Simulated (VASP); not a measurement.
A run of VASP 6.6.1:

The input INCAR:

```
ALGO     = Normal         # electronic algorithm
EDIFF    = 1E-6           # SCF threshold, eV
ENCUT    = 520            # plane-wave cutoff, eV
GGA      = PE             # functional
ISIF     = 2              # what is computed and relaxed
ISMEAR   = -1             # smearing method
ISPIN    = 2              # spin polarisation
LASPH    = True           # aspherical terms in the spheres
LCHARG   = False          # write CHGCAR
LMAXMIX  = 4              # l up to which the mixer works
LORBIT   = 11             # projections on sites
LREAL    = False          # projectors in reciprocal space
LWAVE    = False          # write WAVECAR
MAGMOM   = 3 -3           # initial moments
NBANDS   = 20             # bands
NELM     = 150            # most SCF steps
PREC     = Accurate       # precision mode
SIGMA    = 0.1            # smearing width, eV
```

The input KPOINTS:

```
k-points
0
Gamma
  11 11 6
```

File POSCAR:

```
Co
1.0
    2.5053999800      0.0000000000      0.0000000000
   -1.2526999900      2.1697400300      0.0000000000
    0.0000000000      0.0000000000      4.0893000000
Co
2
Direct
    0.3333333300      0.6666666700      0.2500000000
    0.6666666700      0.3333333300      0.7500000000
```

Potentials or basis: VASP PAW PBE potentials, release 64 (Co).

Launch:

```console
$ cat potpaw_PBE.64/Co/POTCAR > POTCAR
$ mpirun -np 1 vasp_std > vasp.out
```

Hardware: 1 thread of Intel(R) Xeon(R) Platinum 8488C (Sapphire Rapids), on a shared host.

Question: How long does it take, and how much memory?

Answer: It took 50 s on 1 thread of Intel(R) Xeon(R) Platinum 8488C (Sapphire Rapids), with other jobs on the host, peak memory 0.16 GiB. Counts: scf iterations 17, k points 64.
